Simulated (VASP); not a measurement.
# Se in VASP: notebook

Se is run at these levels: PBE; tasks: single point.

All numbers are computed with VASP 6.6.1; they aren't measurements. Logs are shortened: lines on timing, memory, paths and dates and some standing lists are left out, and cuts for length are marked.

## Step 1: The cell of the first run

The typed cell holds 1 atom: a = 2.769 Å, b = 2.794 Å, c = 2.787 Å, α = 89.93°, β = 89.61°, γ = 90.53°.

## Step 2: Single point, PBE (the cell strained at random)

The input, INCAR:

```
SYSTEM = Se
PREC = Accurate
ENCUT = 520
EDIFF = 1E-6
ISMEAR = 0
SIGMA = 0.1
LREAL = .FALSE.
LASPH = .TRUE.
NELM = 100
ALGO = Normal
ISIF = 2
LWAVE = .FALSE.
LCHARG = .FALSE.
GGA = PE
NBANDS = 9
```

The input, KPOINTS:

```
regular mesh
0
G
  14 14 14
  0 0 0
```

The input, POSCAR:

```
Se
1.0
    2.7694444830     -0.0128723786      0.0094153861
   -0.0128723786      2.7939525926      0.0018268660
    0.0094153861      0.0018268660      2.7870667132
Se
1
Direct
    0.0000000000      0.0000000000      0.0000000000
```

Potentials or basis: VASP PAW PBE potentials, release 64 (Se).

Launch:

```
$ cat potpaw_PBE.64/Se/POTCAR > POTCAR
$ mpirun -np 1 vasp_std > vasp.out
```

OUTCAR:

```text
SYSTEM = Se
   PREC = Accurate
   ENCUT = 520
   EDIFF = 1E-6
   ISMEAR = 0
   LREAL = .FALSE.
   LASPH = .TRUE.
   NELM = 100
   ISIF = 2
   GGA = PE

 ion  position               nearest neighbor table
   1  0.000  0.000  0.000-

  LATTYP: Found a triclinic cell.
 ALAT       =     3.9157787959
 B/A-ratio  =     0.7072642627
 C/A-ratio  =     1.0084749156
 COS(alpha) =     0.0017650582
 COS(beta)  =     0.5042406999
 COS(gamma) =     0.7024422644

  Lattice vectors:

 A1 = (   2.7600290969,  -0.0146992446,  -2.7776513271)
 A2 = (   2.7694444830,  -0.0128723786,   0.0094153861)
 A3 = (   0.0034569925,  -2.7957794586,  -2.7888935792)

Analysis of symmetry for initial positions (statically):
=====================================================================
 Subroutine PRICEL returns:
 Original cell was already a primitive cell.

 Routine SETGRP: Setting up the symmetry group for a
 triclinic supercell.

 Subroutine GETGRP returns: Found  2 space group operations
 (whereof  2 operations were pure point group operations)
 out of a pool of  2 trial point group operations.

The static configuration has the point symmetry S_2 .

Analysis of symmetry for dynamics (positions and initial velocities):
=====================================================================
 Subroutine PRICEL returns:
 Original cell was already a primitive cell.

 Routine SETGRP: Setting up the symmetry group for a
 triclinic supercell.

 Subroutine GETGRP returns: Found  2 space group operations
 (whereof  2 operations were pure point group operations)
 out of a pool of  2 trial point group operations.

The dynamic configuration has the point symmetry S_2 .

 Subroutine INISYM returns: Found  2 space group operations
 (whereof  2 operations are pure point group operations),
 and found     1 'primitive' translations

----------------------------------------------------------------------------------------

                                     Primitive cell

  volume of cell :      21.5648

  direct lattice vectors                    reciprocal lattice vectors
     2.769444483 -0.012872379  0.009415386     0.361095132  0.001664446 -0.001220958
    -0.012872379  2.793952593  0.001826866     0.001664446  0.357923705 -0.000240235
     0.009415386  0.001826866  2.787066713    -0.001220958 -0.000240235  0.358804448

  length of vectors
     2.769490403  2.793982843  2.787083216     0.361101032  0.357927656  0.358806606

  position of ions in fractional coordinates (direct lattice)
     0.000000000  0.000000000  0.000000000

  ion indices of the primitive-cell ions
   primitive index   ion index
                 1           1

----------------------------------------------------------------------------------------

 KPOINTS: regular mesh

Automatic generation of k-mesh.
 Grid dimensions read from file:
 generate k-points for:   14   14   14

 Generating k-lattice:

  Cartesian coordinates                     Fractional coordinates (reciprocal lattice)
     0.025792509  0.000118889 -0.000087211     0.071428571  0.000000000  0.000000000
     0.000118889  0.025565979 -0.000017160     0.000000000  0.071428571 -0.000000000
    -0.000087211 -0.000017160  0.025628889     0.000000000  0.000000000  0.071428571

  Length of vectors
     0.025792931  0.025566261  0.025629043

  Shift w.r.t. Gamma in fractional coordinates (k-lattice)
     0.000000000  0.000000000  0.000000000

 Subroutine IBZKPT returns following result:
 ===========================================

 Found   1376 irreducible k-points:

 Following reciprocal coordinates:
            Coordinates               Weight
  0.000000  0.000000  0.000000      1.000000
  0.071429  0.000000  0.000000      2.000000
  0.142857 -0.000000 -0.000000      2.000000
  0.214286 -0.000000 -0.000000      2.000000
  0.285714  0.000000  0.000000      2.000000
  0.357143 -0.000000  0.000000      2.000000
[... 16 lines left out ...]
 -0.000000  0.142857  0.000000      2.000000
  0.071429  0.142857  0.000000      2.000000
 [... further k-points ...]
   k-points           NKPTS =   1376   k-points in BZ     NKDIM =   1376   number of bands    NBANDS=      9
   number of dos      NEDOS =    301   number of ions     NIONS =      1
   total plane-waves  NPLWV =  13824
   dimension x,y,z NGX =    24 NGY =   24 NGZ =   24
   dimension x,y,z NGXF=    48 NGYF=   48 NGZF=   48
   ions per type =               1
   NGX,Y,Z   is equivalent  to a cutoff of  14.41, 14.28, 14.32 a.u.
   NGXF,Y,Z  is equivalent  to a cutoff of  28.81, 28.56, 28.63 a.u.
 SYSTEM =  Se
   PREC   = accura    normal or accurate (medium, high low for compatibility)
   ISTART =      0    job   : 0-new  1-cont  2-samecut
   ICHARG =      2    charge: 1-file 2-atom 10-const
   ISPIN  =      1    spin polarized calculation?
   LNONCOLLINEAR =      F non collinear calculations
   LSORBIT =      F    spin-orbit coupling
   LASPH  =      T    aspherical Exc in radial PAW
   ENCUT  =  520.0 eV  38.22 Ry    6.18 a.u.   5.15  5.19  5.18*2*pi/ulx,y,z
   NELM   =    100;   NELMIN=  2; NELMDL= -5     # of ELM steps
   EDIFF  = 0.1E-05   stopping-criterion for ELM
   LREAL  =      F    real-space projection
   EDIFFG = 0.1E-04   stopping-criterion for IOM
   NSW    =      0    number of steps for IOM
   IBRION =     -1    ionic relax: 0-MD 1-quasi-New 2-CG
   NFREE  =      0    steps in history (QN), initial steepest desc. (CG)
   ISIF   =      2    stress and relaxation
   ISYM   =      2    0-nonsym 1-usesym 2-fastsym
   POTIM  = 0.5000    time-step for ionic-motion
   TEBEG  =    0.0;   TEEND  =   0.0 temperature during run
   PSTRESS=    0.0 pullay stress
   NELECT =       6.0000    total number of electrons
   NUPDOWN=      -1.0000    fix difference up-down
   EMIN   =  10.00;   EMAX   =-10.00  energy-range for DOS
   EFERMI =   0.00;   METHOD = LEGACY
   ISMEAR =     0;   SIGMA  =   0.10  broadening in eV -4-tet -1-fermi 0-gaus
   EFERMI_NEDOS =   21; number of points for ismear=-14 and -15
   IALGO  =     38    algorithm
   IMIX   =      4    mixing-type and parameters
     AMIX     =   0.40;   BMIX     =  1.00
     AMIX_MAG =   1.60;   BMIX_MAG =  1.00
  volume/ion in A,a.u.               =      21.56       145.53
  Fermi-wavevector in a.u.,A,eV,Ry     =   1.068752  2.019649 15.541002  1.142231
  Thomas-Fermi vector in A             =   2.204410
   LORBIT       =      0    0 simple, 1 ext, 2 COOP (PROOUT), +10 PAW based schemes
   GGA     = PE    functional components
   LHFCALC =     F    Hartree Fock is set to
   AEXX    =    0.0000 exact exchange contribution
   IVDW    =     0    specifies the selected vdW correction
   LEPSILON=     F    determine dielectric tensor
   LRPA    =     F    only Hartree local field effects (RPA)
 non-spin polarized calculation
 Gauss-broadening in eV      SIGMA  =   0.10
  energy-cutoff  :      520.00
  volume of cell :       21.56
 maximum number of plane-waves:       596
 NGX is ok and might be reduce to    24
   NGX = 11   NGY = 11   NGZ = 11

 number of electron       6.0000001 magnetization

 Free energy of the ion-electron system (eV)
  ---------------------------------------------------
  ext. energy  EPLUGINS =         0.00000000
  ---------------------------------------------------
  free energy    TOTEN  =        -3.32197433 eV

  energy without entropy =       -3.31956001  energy(sigma->0) =       -3.32076717

 E-fermi :   5.2623     XC(G=0): -10.1318

 val. band max:        5.2613926349   @ k =   0.1429   0.0000   0.2857
 cond. band min:       5.2626274976   @ k =  -0.2857  -0.1429   0.1429
 fundamental gap:      0.0012348627
 Fermi energy:         5.2622936538

 k-point     1 :       0.0000    0.0000    0.0000
  band No.  band energies     occupation
      1     -11.1942      2.00000
      2       6.6293      0.00000
      3       6.6980      0.00000
      4       6.8793      0.00000
      5      12.9017      0.00000
      6      12.9713      0.00000
      7      13.4279      0.00000
      8      27.7883      0.00000
      9      27.9708      0.00000

 k-point     2 :       0.0714    0.0000    0.0000
  band No.  band energies     occupation
      1     -11.1158      2.00000
      2       6.0080      0.00000
      3       6.6958      0.00000
      4       6.7626      0.00000
      5      12.9827      0.00000
      6      13.2143      0.00000
      7      14.2946      0.00000
      8      26.4980      0.00000
      9      26.5759      0.00000

 k-point     3 :       0.1429   -0.0000   -0.0000
  band No.  band energies     occupation
      1     -10.8844      2.00000
      2       4.2604      2.00000
      3       6.8771      0.00000
      4       6.9442      0.00000
      5      13.2122      0.00000
      6      13.5170      0.00000
      7      16.4499      0.00000
      8      24.5201      0.00000
      9      24.6004      0.00000

 k-point     4 :       0.2143   -0.0000   -0.0000
  band No.  band energies     occupation
      1     -10.5144      2.00000
      2       2.3982      2.00000
      3       7.1585      0.00000
      4       7.2255      0.00000
      5      13.5799      0.00000
      6      13.9748      0.00000
      7      18.8451      0.00000
      8      22.6870      0.00000
      9      22.7660      0.00000
[... 205 lines left out ...]
 k-point    22 :      -0.0714    0.0714   -0.0000
  band No.  band energies     occupation
      1     -11.0412      2.00000
      2       5.8651      0.00000
      3       6.0930      0.00000
      4       6.8217      0.00000
      5      13.2017      0.00000
      6      14.0226      0.00000
      7      14.3791      0.00000
      8      25.0895      0.00000
      9      26.2786      0.00000

 k-point    23 :      -0.0000    0.1429    0.0000
  band No.  band energies     occupation
      1     -10.8958      2.00000
      2       4.1018      2.00000
      3       6.9317      0.00000
      4       7.1101      0.00000
      5      13.2627      0.00000
      6      13.6915      0.00000
      7      16.1292      0.00000
      8      24.4804      0.00000
      9      24.6507      0.00000

 k-point    24 :       0.0714    0.1429    0.0000
  band No.  band energies     occupation
      1     -10.8152      2.00000
      2       4.1590      2.00000
      3       6.2372      0.00000
      4       6.9978      0.00000
      5      13.4534      0.00000
      6      14.6056      0.00000
      7      16.2054      0.00000
      8      23.6006      0.00000
      9      24.5041      0.00000

 [... further k-points ...]
[... 5 lines left out ...]
  --------------------------------------------------------------------------------------
  -------------------------------------------------------------------------------------
  Total        0.6116934      0.4717990      0.5150492      0.0052571     -0.0012432     -0.0026957
  in kB       45.4464300     35.0528280     38.2661465      0.3905819     -0.0923637     -0.2002823
  external PRESSURE =      39.5884682 kB  Pullay stress =       0.0000000 kB

 VOLUME and BASIS-vectors are now :
 -----------------------------------------------------------------------------
  energy-cutoff  :      520.00
  volume of cell :       21.56
      direct lattice vectors                 reciprocal lattice vectors
     2.769444483 -0.012872379  0.009415386     0.361095132  0.001664446 -0.001220958
    -0.012872379  2.793952593  0.001826866     0.001664446  0.357923705 -0.000240235
     0.009415386  0.001826866  2.787066713    -0.001220958 -0.000240235  0.358804448

 POSITION                                       TOTAL-FORCE (eV/Angst)
 -----------------------------------------------------------------------------------
      0.00000      0.00000      0.00000        -0.000000     -0.000000      0.000000
 -----------------------------------------------------------------------------------
    total drift:                               -0.000000      0.000000      0.000000

  FREE ENERGIE OF THE ION-ELECTRON SYSTEM (eV)
  ---------------------------------------------------
  free  energy   TOTEN  =        -3.3219743325 eV

  energy  without entropy=       -3.3195600068  energy(sigma->0) =       -3.32076717
```

It took 74 s on 1 thread of Intel Xeon Platinum 8375C at 2.90GHz (Ice Lake), shared host; peak memory 0.36 GiB.

Results:

- Free energy: -3.3220 eV
- Pressure: 4.0 GPa
- Band gap on the k mesh: zero (band 3 reaches 8.21 eV, above the bottom of band 4 at 1.85 eV)

Caveat: the cell differs from its parent crystal (the cell strained at random).

## Step 3: Single point, PBE

This run uses another cell than the first one, of 22.51 Å³/atom, 1.044 times its volume.

The input, INCAR:

```
SYSTEM = Se
PREC = Accurate
ENCUT = 500
EDIFF = 1E-6
ISMEAR = 0
SIGMA = 0.1
LREAL = .FALSE.
LASPH = .TRUE.
NELM = 120
ALGO = Normal
ISIF = 2
LWAVE = .FALSE.
LCHARG = .FALSE.
GGA = PE
NBANDS = 9
GGA_COMPAT = .FALSE.
```

The input, KPOINTS:

```
Automatic mesh
0
G
  14 14 14
  0 0 0
```

The input, POSCAR:

```
Se
1.0
    2.8233791874      0.0000000000      0.0000000000
    0.0000000000      2.8233791874      0.0000000000
    0.0000000000      0.0000000000      2.8233791874
Se
1
Direct
    0.0000000000      0.0000000000      0.0000000000
```

Potentials or basis: VASP PAW PBE potentials, release 64 (Se).

Launch:

```
$ cat potpaw_PBE.64/Se/POTCAR > POTCAR
$ mpirun -np 1 vasp_std > vasp.out
```

It took 13 s on 1 thread of AMD EPYC 7R43 (Zen 3), shared host; peak memory 0.11 GiB.

Results (log left out):

| Property | Result |
| --- | --- |
| Free energy | -3.3351 eV |
| Pressure | 0.5 GPa |
| Band gap on the k mesh | zero (band 3 reaches 7.56 eV, above the bottom of band 4 at 1.41 eV) |

Levels at points of the mesh, in eV from the Fermi level:
| k point | band 1 | band 2 | band 3 | band 4 | band 5 | band 6 | band 7 | band 8 |
| --- | --- | --- | --- | --- | --- | --- | --- | --- |
| (0.00, 0.00, 0.00) | -16.06 | 1.41 | 1.41 | 1.41 | 7.77 | 7.77 | 7.90 | 22.23 |
| (0.50, 0.00, 0.00) | -13.99 | -6.96 | 2.83 | 2.83 | 9.93 | 11.59 | 12.56 | 13.56 |
| (0.50, 0.50, 0.00) | -11.92 | -5.03 | -5.03 | 2.95 | 4.12 | 13.41 | 15.76 | 15.76 |
| (0.50, 0.50, 0.50) | -9.81 | -3.32 | -3.32 | -3.32 | 5.86 | 5.86 | 5.86 | 9.96 |
